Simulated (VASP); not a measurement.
# SiC8 in VASP: single point with PBE+D3(BJ)

Aim: the single point of SiC8 with PBE+D3(BJ).

Program: VASP 6.6.1. These are calculated values, not measurements. Logs are shortened: lines on timing, memory, paths and dates and some standing lists are left out, and cuts for length are marked.

## Step 1: The cell of the first run

The cell holds a slab with vacuum, 9 atoms: a = 4.931 Å, b = 4.931 Å, c = 15.500 Å, α = 90.00°, β = 90.00°, γ = 120.00°.

## Step 2: Single point, PBE+D3(BJ), collinear spin, ferromagnetic start

INCAR

```
SYSTEM = SiC8
ALGO = Normal
DIPOL = 0.5 0.5 0.274
EDIFF = 1E-7
ENCUT = 520
GGA = PE
IDIPOL = 3
ISIF = 2
ISMEAR = 0
ISPIN = 2
IVDW = 12
LASPH = .True.
LCHARG = .True.
LDIPOL = .True.
LELF = .True.
LORBIT = 11
LREAL = .False.
LVACPOTAV = .True.
LVHAR = .True.
LWAVE = .False.
MAGMOM = 0 0 0 0 0 0 0 0 2
NBANDS = 32
NELM = 150
PREC = Accurate
SIGMA = 0.1
```

KPOINTS

```
k-points
0
Gamma
  6 6 1
  0 0 0
```

POSCAR

```
SiC8
1.0
    4.9313048819      0.0000000000      0.0000000000
   -2.4656524409      4.2706353015      0.0000000000
    0.0000000000      0.0000000000     15.5000331942
C Si
8 1
Direct
    0.3333333333      0.1666666667      0.2580650342
    0.3333333333      0.6666666667      0.2580650342
    0.8333333333      0.1666666667      0.2580650342
    0.8333333333      0.6666666667      0.2580650342
    0.1666666667      0.3333333333      0.2580650342
    0.1666666667      0.8333333333      0.2580650342
    0.6666666667      0.3333333333      0.2580650342
    0.6666666667      0.8333333333      0.2580650342
    0.5000000000      0.5000000000      0.3979577871
```

Potentials or basis: VASP PAW PBE potentials, release 64 (C, Si).

The run is started by

```bash
> cat potpaw_PBE.64/C/POTCAR potpaw_PBE.64/Si/POTCAR > POTCAR
> mpirun -np 1 vasp_std > vasp.out
```

OUTCAR:

```text
SYSTEM = SiC8
   EDIFF = 1E-7
   ENCUT = 520
   GGA = PE
   ISIF = 2
   ISMEAR = 0
   ISPIN = 2
   IVDW = 12
   LASPH = .True.
   LORBIT = 11
   LREAL = .False.
   NELM = 150
   PREC = Accurate
 IVDW          = 12

 ion  position               nearest neighbor table
   1  0.333  0.167  0.258-   5 1.42   6 1.42   7 1.42   9 2.59
   2  0.333  0.667  0.258-   6 1.42   5 1.42   8 1.42   9 2.59
   3  0.833  0.167  0.258-   7 1.42   8 1.42   5 1.42
   4  0.833  0.667  0.258-   8 1.42   7 1.42   6 1.42   9 2.59
   5  0.167  0.333  0.258-   1 1.42   2 1.42   3 1.42   9 2.59
   6  0.167  0.833  0.258-   2 1.42   1 1.42   4 1.42
   7  0.667  0.333  0.258-   3 1.42   4 1.42   1 1.42   9 2.59
   8  0.667  0.833  0.258-   4 1.42   3 1.42   2 1.42   9 2.59
   9  0.500  0.500  0.398-   1 2.59   8 2.59   5 2.59   4 2.59   7 2.59   2 2.59

  LATTYP: Found a hexagonal cell.
 ALAT       =     4.9313048819
 C/A-ratio  =     3.1431910144

  Lattice vectors:

 A1 = (   4.9313048819,   0.0000000000,   0.0000000000)
 A2 = (  -2.4656524409,   4.2706353015,   0.0000000000)
 A3 = (   0.0000000000,   0.0000000000,  15.5000331942)

Analysis of symmetry for initial positions (statically):
=====================================================================
 Subroutine PRICEL returns:
 Original cell was already a primitive cell.

 Routine SETGRP: Setting up the symmetry group for a
 hexagonal supercell.

 Subroutine GETGRP returns: Found 12 space group operations
 (whereof  4 operations were pure point group operations)
 out of a pool of 24 trial point group operations.

The static configuration has the point symmetry C_2v.
 The point group associated with its full space group is C_6v.

Analysis of symmetry for dynamics (positions and initial velocities):
=====================================================================
 Subroutine PRICEL returns:
 Original cell was already a primitive cell.

 Routine SETGRP: Setting up the symmetry group for a
 hexagonal supercell.

 Subroutine GETGRP returns: Found 12 space group operations
 (whereof  4 operations were pure point group operations)
 out of a pool of 24 trial point group operations.

The dynamic configuration has the point symmetry C_2v.
 The point group associated with its full space group is C_6v.

Analysis of structural, dynamic, and magnetic symmetry:
=====================================================================
 Subroutine PRICEL returns:
 Original cell was already a primitive cell.

 Routine SETGRP: Setting up the symmetry group for a
 hexagonal supercell.

 Subroutine GETGRP returns: Found 12 space group operations
 (whereof  4 operations were pure point group operations)
 out of a pool of 24 trial point group operations.

The overall configuration has the point symmetry C_2v.
 The point group associated with its full space group is C_6v.

 Subroutine INISYM returns: Found 12 space group operations
 (whereof  4 operations are pure point group operations),
 and found     1 'primitive' translations

----------------------------------------------------------------------------------------

                                     Primitive cell

  volume of cell :     326.4277

  direct lattice vectors                    reciprocal lattice vectors
     4.931304882  0.000000000  0.000000000     0.202786083  0.117078599  0.000000000
    -2.465652441  4.270635301  0.000000000     0.000000000  0.234157199  0.000000000
     0.000000000  0.000000000 15.500033194     0.000000000  0.000000000  0.064515991

  length of vectors
     4.931304882  4.931304882 15.500033194     0.234157199  0.234157199  0.064515991

  position of ions in fractional coordinates (direct lattice)
     0.333333333  0.166666667  0.258065034
     0.333333333  0.666666667  0.258065034
     0.833333333  0.166666667  0.258065034
     0.833333333  0.666666667  0.258065034
     0.166666667  0.333333333  0.258065034
     0.166666667  0.833333333  0.258065034
     0.666666667  0.333333333  0.258065034
     0.666666667  0.833333333  0.258065034
     0.500000000  0.500000000  0.397957787
[... 56 lines left out ...]
 SYSTEM =  SiC8
   PREC   = accura    normal or accurate (medium, high low for compatibility)
   ISTART =      0    job   : 0-new  1-cont  2-samecut
   ICHARG =      2    charge: 1-file 2-atom 10-const
   ISPIN  =      2    spin polarized calculation?
   LNONCOLLINEAR =      F non collinear calculations
   LSORBIT =      F    spin-orbit coupling
   LASPH  =      T    aspherical Exc in radial PAW
   ENCUT  =  520.0 eV  38.22 Ry    6.18 a.u.   9.17  9.17 28.82*2*pi/ulx,y,z
   NELM   =    150;   NELMIN=  2; NELMDL= -5     # of ELM steps
   EDIFF  = 0.1E-06   stopping-criterion for ELM
   LREAL  =      F    real-space projection
   EDIFFG = 0.1E-05   stopping-criterion for IOM
   NSW    =      0    number of steps for IOM
   IBRION =     -1    ionic relax: 0-MD 1-quasi-New 2-CG
   NFREE  =      0    steps in history (QN), initial steepest desc. (CG)
   ISIF   =      2    stress and relaxation
   ISYM   =      2    0-nonsym 1-usesym 2-fastsym
   POTIM  = 0.5000    time-step for ionic-motion
   TEBEG  =    0.0;   TEEND  =   0.0 temperature during run
   PSTRESS=    0.0 pullay stress
   NELECT =      36.0000    total number of electrons
   NUPDOWN=      -1.0000    fix difference up-down
   EMIN   =  10.00;   EMAX   =-10.00  energy-range for DOS
   EFERMI =   0.00;   METHOD = LEGACY
   ISMEAR =     0;   SIGMA  =   0.10  broadening in eV -4-tet -1-fermi 0-gaus
   EFERMI_NEDOS =   21; number of points for ismear=-14 and -15
   IALGO  =     38    algorithm
   IMIX   =      4    mixing-type and parameters
     AMIX     =   0.40;   BMIX     =  1.00
     AMIX_MAG =   1.60;   BMIX_MAG =  1.00
  volume/ion in A,a.u.               =      36.27       244.76
  Fermi-wavevector in a.u.,A,eV,Ry     =   0.785079  1.483584  8.385937  0.616349
  Thomas-Fermi vector in A             =   1.889342
   LORBIT       =     11    0 simple, 1 ext, 2 COOP (PROOUT), +10 PAW based schemes
   GGA     = PE    functional components
   LHFCALC =     F    Hartree Fock is set to
   AEXX    =    0.0000 exact exchange contribution
   IVDW    =    12    specifies the selected vdW correction
   LEPSILON=     F    determine dielectric tensor
   LRPA    =     F    only Hartree local field effects (RPA)
 spin polarized calculation
 Gauss-broadening in eV      SIGMA  =   0.10
  energy-cutoff  :      520.00
  volume of cell :      326.43
 maximum number of plane-waves:      8828
 NGX is ok and might be reduce to    40
   NGX = 19   NGY = 19   NGZ = 57

 dipolmoment           0.000000      0.000000     -0.001405 electrons x Angstroem

 number of electron      35.9999997 magnetization       0.0000226

 dipolmoment           0.000000      0.000000      0.009347 electrons x Angstroem

 Free energy of the ion-electron system (eV)
  ---------------------------------------------------
  ext. energy  EPLUGINS =         0.00000000
  ---------------------------------------------------
  free energy    TOTEN  =       -75.06063282 eV

  energy without entropy =      -75.06059498  energy(sigma->0) =      -75.06061390

 E-fermi :  -0.9278     XC(G=0):  -3.6879

 val. band max:       -1.1793826528   @ k =   0.3333  -0.0000   0.0000
 cond. band min:      -0.6863362528   @ k =   0.3333   0.3333   0.0000
 fundamental gap:      0.4930463999
 Fermi energy:        -0.9277961681

 spin component 1

 k-point     1 :       0.0000    0.0000    0.0000
  band No.  band energies     occupation
      1     -21.5124      1.00000
      2     -16.3663      1.00000
      3     -16.3663      1.00000
      4     -15.8898      1.00000
      5     -15.3800      1.00000
      6     -15.0953      1.00000
[... 220 lines left out ...]
     29       4.7381      0.00000
     30       5.2579      0.00000
 Fermi energy:        -0.9277961681

 spin component 2

 k-point     1 :       0.0000    0.0000    0.0000
  band No.  band energies     occupation
      1     -21.5124      1.00000
      2     -16.3663      1.00000
      3     -16.3663      1.00000
      4     -15.8898      1.00000
      5     -15.3800      1.00000
      6     -15.0953      1.00000
[... 220 lines left out ...]
     29       4.7337      0.00000
     30       5.2544      0.00000
 [bands above 30 left out]

------------------------ aborting loop because EDIFF is reached ----------------------------------------

 Edisp (eV)   -1.00612

 E8    (eV) :    -0.3364

  FORCE on cell =-STRESS in cart. coord.  units (eV):
  Direction    XX          YY          ZZ          XY          YZ          ZX
  --------------------------------------------------------------------------------------
  -------------------------------------------------------------------------------------
  Total       3.04375     3.04375    -0.11865     0.00000     0.00000     0.00000
  in kB      14.93940    14.93940    -0.58236     0.00000     0.00000     0.00000
  external pressure =        9.77 kB  Pullay stress =        0.00 kB

 VOLUME and BASIS-vectors are now :
 -----------------------------------------------------------------------------
  energy-cutoff  :      520.00
  volume of cell :      326.43
      direct lattice vectors                 reciprocal lattice vectors
     4.931304882  0.000000000  0.000000000     0.202786083  0.117078599  0.000000000
    -2.465652441  4.270635301  0.000000000     0.000000000  0.234157199  0.000000000
     0.000000000  0.000000000 15.500033194     0.000000000  0.000000000  0.064515991

 POSITION                                       TOTAL-FORCE (eV/Angst)
 -----------------------------------------------------------------------------------
      1.23283      0.71177      4.00002        -0.000000     -0.548274      0.238848
     -0.00000      2.84709      4.00002        -0.474819      0.274137      0.238848
      3.69848      0.71177      4.00002        -0.000000     -0.000000     -0.702381
      2.46565      2.84709      4.00002         0.474819      0.274137      0.238848
      0.00000      1.42355      4.00002        -0.474819     -0.274137      0.238848
     -1.23283      3.55886      4.00002        -0.000000     -0.000000     -0.702381
      2.46565      1.42355      4.00002         0.474819     -0.274137      0.238848
      1.23283      3.55886      4.00002         0.000000      0.548274      0.238848
      1.23283      2.13532      6.16836        -0.000000      0.000000     -0.028327
 -----------------------------------------------------------------------------------
    total drift:                                0.000000      0.000000     -0.000199

  FREE ENERGIE OF THE ION-ELECTRON SYSTEM (eV)
  ---------------------------------------------------
  free  energy   TOTEN  =       -76.0667488800 eV

  energy  without entropy=      -76.0667110309  energy(sigma->0) =      -76.06672996

 vacuum level on the upper side and lower side of the slab         2.706         2.627

 total charge

# of ion       s       p       d       tot
------------------------------------------
    1        0.866   1.777   0.000   2.643
    2        0.866   1.777   0.000   2.643
    3        0.851   1.822   0.000   2.673
    4        0.866   1.777   0.000   2.643
    5        0.866   1.777   0.000   2.643
    6        0.851   1.822   0.000   2.673
    7        0.866   1.777   0.000   2.643
    8        0.866   1.777   0.000   2.643
    9        0.958   0.547   0.000   1.505
--------------------------------------------------
tot          7.854  14.854   0.000  22.708

 magnetization (x)

# of ion       s       p       d       tot
------------------------------------------
    1       -0.000  -0.000   0.000  -0.000
    2       -0.000  -0.000   0.000  -0.000
    3       -0.000  -0.000   0.000  -0.000
    4       -0.000  -0.000   0.000  -0.000
    5       -0.000  -0.000   0.000  -0.000
    6       -0.000  -0.000   0.000  -0.000
    7       -0.000  -0.000   0.000  -0.000
    8       -0.000  -0.000   0.000  -0.000
    9       -0.000   0.000   0.000   0.000
--------------------------------------------------
tot         -0.000  -0.000   0.000  -0.000
```

Run time: 9 min. Hardware: 1 thread of Intel Xeon 6975P-C, shared host; peak memory 0.64 GiB.

Results:

```yaml
Free_energy: -76.0667 eV
Largest_force: 0.702 eV/Å
Band_gap_on_the_k_mesh: 0.49 eV, indirect (least direct gap 0.69 eV)
Net_moment: 0.00 μB per cell
Valence_electrons_inside_the_program's_atomic_spheres: C 2.64, 2.67; Si 1.50
Dispersion_energy_per_atom: -0.112 eV
```

Forces on the atoms (eV/Å):
```
C    0.000 -0.548  0.239
C   -0.475  0.274  0.239
C    0.000  0.000 -0.702
C    0.475  0.274  0.239
C   -0.475 -0.274  0.239
C    0.000  0.000 -0.702
C    0.475 -0.274  0.239
C    0.000  0.548  0.239
Si   0.000  0.000 -0.028
```

Levels at points of the mesh, in eV from the valence-band top:
Spin up:
| k point | band 15 | band 16 | band 17 | band 18 | band 19 | band 20 | band 21 | band 22 |
| --- | --- | --- | --- | --- | --- | --- | --- | --- |
| (0.00, 0.00, 0.00) | -3.73 | -3.73 | -2.78 | -0.45 | 0.67 | 0.67 | 1.43 | 1.43 |
| (0.50, 0.00, 0.00) | -5.08 | -4.17 | -3.38 | -0.29 | 1.14 | 1.69 | 1.80 | 2.09 |
Spin down:
| k point | band 16 | band 17 | band 18 | band 19 | band 20 | band 21 |
| --- | --- | --- | --- | --- | --- | --- |
| (0.00, 0.00, 0.00) | -3.73 | -2.78 | -0.45 | 0.67 | 0.67 | 1.43 |
| (0.50, 0.00, 0.00) | -4.17 | -3.38 | -0.29 | 1.14 | 1.69 | 1.80 |
